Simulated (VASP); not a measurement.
# HfSi3O2 (Cmcm) in VASP: single point with PBE

Aim: the single point of HfSi3O2 with PBE.

Program: VASP 6.6.1. These are calculated values, not measurements. Logs are shortened: lines on timing, memory, paths and dates and some standing lists are left out, and cuts for length are marked.

### 1 The cell of the first run

It takes space group Cmcm (No. 63, orthorhombic). The conventional cell has a = 3.732 Å, b = 24.761 Å, c = 3.733 Å, α = 90.00°, β = 90.00°, γ = 90.00°. Hf (site symmetry m2m) has 4 O at 2.10 Å within 2.8 Å. Within 3.5 Å of Si (site symmetry m2m) lie 4 Si at 2.64 Å and 4 Hf at 2.93 Å and 2 O at 3.22 Å. Within 2.3 Å of Si (site symmetry m2m) lie 1 O at 1.75 Å. Si (site symmetry m2m) has 1 O at 1.75 Å within 2.3 Å. Within 2.3 Å of O (site symmetry m2m) lie 1 Si at 1.75 Å and 2 Hf at 2.10 Å. Within 2.3 Å of O (site symmetry m2m) lie 1 Si at 1.75 Å and 2 Hf at 2.10 Å.

### 2 Single point, PBE

INCAR

```
PREC = Accurate
ENCUT = 520
EDIFF = 1E-7
ISMEAR = 0
SIGMA = 0.2
LREAL = False
LASPH = True
NELM = 100
ALGO = Normal
ISIF = 2
LWAVE = False
LCHARG = True
GGA = PE
LELF = True
LVHAR = True
NBANDS = 46
```

KPOINTS

```
regular mesh
0
Gamma
  6 6 6
```

POSCAR

```
HfSi3O2
1.0
    3.7316525530      0.0000000000      0.0000000000
    0.0000000000      0.0000000000     -3.7331525994
   -1.8658262765     12.3805374725      0.0000000000
Hf Si O
2 6 4
Direct
    0.8413518781      0.2500000000      0.6827037561
    0.1586481219      0.7500000000      0.3172962439
    0.7500210923      0.7500000000      0.5000421846
    0.2499789077      0.2500000000      0.4999578154
    0.4509323300      0.2500000000      0.9018646601
    0.9508732386      0.7500000000      0.9017464772
    0.5490676700      0.7500000000      0.0981353399
    0.0491267614      0.2500000000      0.0982535228
    0.3801311339      0.2500000000      0.7602622678
    0.8801472167      0.7500000000      0.7602944335
    0.6198688661      0.7500000000      0.2397377322
    0.1198527833      0.2500000000      0.2397055665
```

Potentials or basis: VASP PAW PBE potentials, release 64 (Hf_pv, Si, O).

Started as:

```bash
$ cat potpaw_PBE.64/Hf_pv/POTCAR potpaw_PBE.64/Si/POTCAR potpaw_PBE.64/O/POTCAR > POTCAR
$ mpirun -np 1 vasp_std > vasp.out
```

OUTCAR:

```text
PREC = Accurate
   ENCUT = 520
   EDIFF = 1E-7
   ISMEAR = 0
   LREAL = False
   LASPH = True
   NELM = 100
   ISIF = 2
   GGA = PE

 ion  position               nearest neighbor table
   1  0.841  0.250  0.683-   9 2.10   9 2.10  10 2.10  10 2.10   3 2.93   3 2.93   4 2.93   4 2.93
                             6 3.29   6 3.29   5 3.29   5 3.29
   2  0.159  0.750  0.317-  11 2.10  11 2.10  12 2.10  12 2.10   4 2.93   4 2.93   3 2.93   3 2.93
                             8 3.29   8 3.29   7 3.29   7 3.29
   3  0.750  0.750  0.500-   4 2.64   4 2.64   4 2.64   4 2.64   1 2.93   1 2.93   2 2.93   2 2.93

   4  0.250  0.250  0.500-   3 2.64   3 2.64   3 2.64   3 2.64   2 2.93   2 2.93   1 2.93   1 2.93

   5  0.451  0.250  0.902-   9 1.75   6 2.64   6 2.64   6 2.64   6 2.64   7 3.06   7 3.06   8 3.06
                             8 3.06   1 3.29   1 3.29
   6  0.951  0.750  0.902-  10 1.75   5 2.64   5 2.64   5 2.64   5 2.64   7 3.06   7 3.06   8 3.07
                             8 3.07   1 3.29   1 3.29
   7  0.549  0.750  0.098-  11 1.75   8 2.64   8 2.64   8 2.64   8 2.64   5 3.06   5 3.06   6 3.06
                             6 3.06   2 3.29   2 3.29
   8  0.049  0.250  0.098-  12 1.75   7 2.64   7 2.64   7 2.64   7 2.64   5 3.06   5 3.06   6 3.07
                             6 3.07   2 3.29   2 3.29
   9  0.380  0.250  0.760-   5 1.75   1 2.10   1 2.10
  10  0.880  0.750  0.760-   6 1.75   1 2.10   1 2.10
  11  0.620  0.750  0.240-   7 1.75   2 2.10   2 2.10
  12  0.120  0.250  0.240-   8 1.75   2 2.10   2 2.10

  LATTYP: Found a base centered orthorhombic cell.
 ALAT       =     3.7316525530
 B/A-ratio  =     6.6354181139
 C/A-ratio  =     1.0004019791

  Lattice vectors:

 A1 = (  -1.8658262765, -12.3805374725,   0.0000000000)
 A2 = (  -1.8658262765,  12.3805374725,   0.0000000000)
 A3 = (   0.0000000000,   0.0000000000,  -3.7331525994)

Analysis of symmetry for initial positions (statically):
=====================================================================
 Subroutine PRICEL returns:
 Original cell was already a primitive cell.

 Routine SETGRP: Setting up the symmetry group for a
 base centered orthorhombic supercell.

 Subroutine GETGRP returns: Found  8 space group operations
 (whereof  4 operations were pure point group operations)
 out of a pool of  8 trial point group operations.

[... 144 lines left out ...]
   POTIM  = 0.5000    time-step for ionic-motion
   TEBEG  =    0.0;   TEEND  =   0.0 temperature during run
   PSTRESS=    0.0 pullay stress
   NELECT =      68.0000    total number of electrons
   NUPDOWN=      -1.0000    fix difference up-down
   EMIN   =  10.00;   EMAX   =-10.00  energy-range for DOS
   EFERMI =   0.00;   METHOD = LEGACY
   ISMEAR =     0;   SIGMA  =   0.20  broadening in eV -4-tet -1-fermi 0-gaus
   EFERMI_NEDOS =   21; number of points for ismear=-14 and -15
   IALGO  =     38    algorithm
   IMIX   =      4    mixing-type and parameters
     AMIX     =   0.40;   BMIX     =  1.00
     AMIX_MAG =   1.60;   BMIX_MAG =  1.00
  volume/ion in A,a.u.               =      14.37        96.99
  Fermi-wavevector in a.u.,A,eV,Ry     =   1.200436  2.268495 19.606627  1.441046
  Thomas-Fermi vector in A             =   2.336272
   LORBIT       =      0    0 simple, 1 ext, 2 COOP (PROOUT), +10 PAW based schemes
   GGA     = PE    functional components
   LHFCALC =     F    Hartree Fock is set to
   AEXX    =    0.0000 exact exchange contribution
   IVDW    =     0    specifies the selected vdW correction
   LEPSILON=     F    determine dielectric tensor
   LRPA    =     F    only Hartree local field effects (RPA)
 non-spin polarized calculation
 Gauss-broadening in eV      SIGMA  =   0.20
  energy-cutoff  :      520.00
  volume of cell :      172.47
 maximum number of plane-waves:      4676
   NGX = 13   NGY = 13   NGZ = 47

 number of electron      67.9999995 magnetization

 Free energy of the ion-electron system (eV)
  ---------------------------------------------------
  ext. energy  EPLUGINS =         0.00000000
  ---------------------------------------------------
  free energy    TOTEN  =       -87.88219468 eV

  energy without entropy =      -87.82224857  energy(sigma->0) =      -87.85222162

 E-fermi :   7.0917     XC(G=0): -10.7903

 val. band max:        7.0431097139   @ k =   0.3333   0.1667  -0.0000
 cond. band min:       7.1023730002   @ k =   0.1667   0.3333   0.3333
 fundamental gap:      0.0592632862
 Fermi energy:         7.0916600521

 k-point     1 :       0.0000    0.0000    0.0000
  band No.  band energies     occupation
      1     -24.8410      2.00000
      2     -24.8377      2.00000
      3     -24.7595      2.00000
      4     -24.7592      2.00000
      5     -24.7585      2.00000
      6     -24.7582      2.00000
[... 1165 lines left out ...]
     45      10.9185      0.00000
     46      11.1267      0.00000

 [... further k-points ...]

------------------------ aborting loop because EDIFF is reached ----------------------------------------

  FORCE on cell =-STRESS in cart. coord.  units (eV):
  Direction    XX          YY          ZZ          XY          YZ          ZX
  --------------------------------------------------------------------------------------
  -------------------------------------------------------------------------------------
  Total       -0.4046864     -1.1503753     -0.3875964      0.0000000      0.0000000      0.0000000
  in kB       -3.7593501    -10.6864554     -3.6005920      0.0000000      0.0000000      0.0000000
  external PRESSURE =      -6.0154658 kB  Pullay stress =       0.0000000 kB

 VOLUME and BASIS-vectors are now :
 -----------------------------------------------------------------------------
  energy-cutoff  :      520.00
  volume of cell :      172.47
      direct lattice vectors                 reciprocal lattice vectors
     3.731652553  0.000000000  0.000000000     0.267977789  0.040385969  0.000000000
     0.000000000  0.000000000 -3.733152599     0.000000000  0.000000000 -0.267870111
    -1.865826276 12.380537473  0.000000000     0.000000000  0.080771938  0.000000000

 POSITION                                       TOTAL-FORCE (eV/Angst)
 -----------------------------------------------------------------------------------
      1.86583      8.45224     -0.93329         0.000000      0.342185      0.000000
     -0.00000      3.92830     -2.79986         0.000000     -0.342185     -0.000000
      1.86583      6.19079     -2.79986         0.000000     -0.001305      0.000000
     -0.00000      6.18975     -0.93329        -0.000000      0.001305     -0.000000
     -0.00000     11.16557     -0.93329         0.000000      0.184116     -0.000000
      1.86583     11.16411     -2.79986         0.000000      0.178796      0.000000
      1.86583      1.21497     -2.79986         0.000000     -0.184116      0.000000
     -0.00000      1.21643     -0.93329        -0.000000     -0.178796     -0.000000
      0.00000      9.41246     -0.93329         0.000000     -0.283127     -0.000000
      1.86583      9.41285     -2.79986         0.000000     -0.291547     -0.000000
      1.86583      2.96808     -2.79986         0.000000      0.283127      0.000000
      0.00000      2.96768     -0.93329         0.000000      0.291547     -0.000000
 -----------------------------------------------------------------------------------
    total drift:                               -0.000000      0.000000     -0.000000

  FREE ENERGIE OF THE ION-ELECTRON SYSTEM (eV)
  ---------------------------------------------------
  free  energy   TOTEN  =       -87.8821946765 eV

  energy  without entropy=      -87.8222485664  energy(sigma->0) =      -87.85222162
```

OSZICAR:

```text
N       E                     dE             d eps       ncg     rms          rms(c)
DAV:   1     0.331304145757E+03    0.33130E+03   -0.33757E+04  4800   0.136E+03
DAV:   2    -0.683154100183E+02   -0.39962E+03   -0.38198E+03  5872   0.303E+02
DAV:   3    -0.970802325382E+02   -0.28765E+02   -0.28434E+02  5952   0.726E+01
[... 17 lines left out ...]
DAV:  21    -0.878821961682E+02    0.54481E-05   -0.79164E-06  5662   0.136E-02    0.207E-02
DAV:  22    -0.878821953971E+02    0.77110E-06   -0.15689E-06  5854   0.550E-03    0.126E-02
DAV:  23    -0.878821951731E+02    0.22404E-06   -0.79116E-08  2896   0.144E-03    0.107E-02
DAV:  24    -0.878821947754E+02    0.39765E-06   -0.41425E-07  5072   0.293E-03    0.606E-03
DAV:  25    -0.878821946765E+02    0.98989E-07   -0.90054E-08  2930   0.144E-03
   1 F= -.87882195E+02 E0= -.87852222E+02  d E =-.599461E-01
```

Run time: 9.6 min. Hardware: 1 thread of Intel Xeon Platinum 8259CL at 2.50GHz (Skylake/Cascade Lake), shared host; peak memory 0.47 GiB.

Results:

* Free energy: -87.8822 eV
* Pressure: -0.6 GPa
* Largest force: 0.342 eV/Å
* Band gap on the k mesh: zero (bands 34 and 35 overlap by 2.53 eV)

Forces on the atoms (eV/Å):
```
Hf   0.000  0.342  0.000
Hf   0.000 -0.342  0.000
Si   0.000 -0.001  0.000
Si   0.000  0.001  0.000
Si   0.000  0.184  0.000
Si   0.000  0.179  0.000
Si   0.000 -0.184  0.000
Si   0.000 -0.179  0.000
O    0.000 -0.283  0.000
O    0.000 -0.292  0.000
O    0.000  0.283  0.000
O    0.000  0.292  0.000
```

Caveat: spin-orbit coupling is left out, which moves the levels of the heavy elements.

The gap in the log of VASP goes by the Fermi energy; the results here count the filled bands.